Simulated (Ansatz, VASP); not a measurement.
# Ba: VASP beside Ansatz

File INCAR:

```
SYSTEM = Ba
PREC = Accurate
ENCUT = 520
EDIFF = 1E-6
ISMEAR = 0
SIGMA = 0.1
LREAL = .False.
LASPH = .True.
NELM = 60
ALGO = Fast
ISIF = 2
LWAVE = .False.
LCHARG = .True.
GGA = PE
LELF = .True.
LVHAR = .True.
NBANDS = 11
```

KPOINTS

```
Automatic mesh
0
Gamma
  12 12 8
  0 0 0
```

POSCAR

```
Ba
1.0
    2.0468459000     -3.7556310000      0.0000000000
    2.0468459000      3.7556310000      0.0000000000
    0.0000000000      0.0000000000      5.8996140000
Ba
1
Direct
    0.0000000000      0.0000000000      0.0000000000
```

Input for Ansatz:

```yaml
crystal:
  lattice:
    - [2.0468459, -3.755631, 0.0]
    - [2.0468459, 3.755631, 0.0]
    - [0.0, 0.0, 5.899614]
  atoms:
    - { symbol: Ba, position: [0.0, 0.0, 0.0] }
basis:
  ecutwfc: 420
kpoints:
  mp_grid: { grid: [12, 12, 8] }
hamiltonian:
  xc: pbe
scf:
  occupations: { method: gaussian, width: 0.1 }
output:
  forces: true
  stress: true
  eigenvalues: true
```

Alike in both runs: task single point; functional PBE; k mesh 12 × 12 × 8; occupations gaussian, width 0.1 eV; no spin polarisation.

|  | VASP | Ansatz |
| --- | --- | --- |
| version | VASP 6.6.1 | Ansatz 0.2.0 |
| potentials or method | VASP PAW PBE potentials, release 64 (Ba_sv), cutoff 520 eV | scalar-relativistic, plane waves, PAW |
| valence electrons in the cell | 10 | 10 |

|  | VASP | Ansatz | Ansatz less VASP |
| --- | --- | --- | --- |
| gap on the k mesh at the Fermi level (eV) | none | none | - |
| pressure (GPa) | 0.1 | 0.1 | -0.02 |
| traceless stress, the component that is largest in VASP (GPa) | -1.79 | -1.75 | +0.036 |

A gap of «none» marks a metal or a gap that the smearing closes.

Spin-orbit coupling is off throughout.
